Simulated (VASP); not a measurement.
A run of VASP 6.6.1:

INCAR

```
PREC = Accurate
ENCUT = 400
EDIFF = 1E-6
ISMEAR = 0
SIGMA = 0.2
LREAL = F
LASPH = T
NELM = 120
ALGO = Normal
ISIF = 2
LWAVE = F
LCHARG = F
LDIPOL = T
IDIPOL = 3
DIPOL = 0.5 0.5 0.291
GGA = PE
NBANDS = 46
GGA_COMPAT = F
NELMDL = -8
```

The input KPOINTS:

```
regular mesh
0
Gamma
  6 6 1
```

POSCAR

```
YCl
1.0
    7.4836248597      0.0000005758      0.0000000000
   -1.8709064643      3.2405044765      0.0000000000
    0.0000000000      0.0000000000     36.0981712000
Y Cl
4 4
Direct
    0.3333333333      0.3333333333      0.2514427332
    0.8333333333      0.3333333333      0.2514427332
    0.1666666667      0.6666666667      0.3303041892
    0.6666666667      0.6666666667      0.3303041892
    0.5000000000      0.0000000000      0.2029088427
    0.0000000000      0.0000000000      0.2029088427
    0.0000000000      0.0000000000      0.3788380797
    0.5000000000      0.0000000000      0.3788380797
```

Potentials or basis: VASP PAW PBE potentials, release 64 (Y_sv, Cl).

The run is started by

```bash
$ cat potpaw_PBE.64/Y_sv/POTCAR potpaw_PBE.64/Cl/POTCAR > POTCAR
$ mpirun -np 1 vasp_std > vasp.out
```

Hardware: 1 thread of Intel Xeon 8259CL, with other jobs on the host.

Question: How long does it take, and how much memory?

Answer: Wall time 37 min on 1 thread of Intel Xeon 8259CL, with other jobs on the host, peak memory 0.81 GiB. Counts: scf iterations 27, k points 16.
